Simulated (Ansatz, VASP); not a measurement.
One calculation of Be, two programs

```
Be
1.0
     3.74681    0.01873    0.01873
     0.01873    3.74681    0.01873
     0.01141    0.01141    2.28128
Be
4
Direct
  0.29741 0.29741 0.00000
  0.70259 0.70259 0.00000
  0.20259 0.79741 0.50000
  0.79741 0.20259 0.50000
```

Change from the starting cell: equal xy, yz and zx shear strains of +1 %, crystal datasets.

Alike in both runs: task electric field gradients; functional PBEsol; k mesh 9 × 9 × 14; occupations fermi-dirac, width 0.05 eV; no spin polarisation.

|  | VASP | Ansatz |
| --- | --- | --- |
| version | VASP 6.6.1 | Ansatz 0.2.0 |
| potentials or method | VASP PAW PBE potentials, release 64 (Be), cutoff 520 eV | all-electron PAW with datasets made for the crystal, scalar-relativistic |

```tsv
	VASP	Ansatz	Ansatz less VASP
pressure (GPa)	-0.7	-1.2	-0.45
traceless stress, the component that is largest in VASP (GPa)	-1.68	-1.68	+0.003
rms of the force components (eV/Å)	0.014	0.014	-0.0002
size of Vzz on the site where it differs most (V/Å²)	1.6	1.3	-0.30
```

VASP's potentials were made for PBE, not for PBEsol. Atom by atom the forces differ by 0.002 eV/Å (rms over components). Ansatz ran all-electron here, and VASP with PAW potentials.
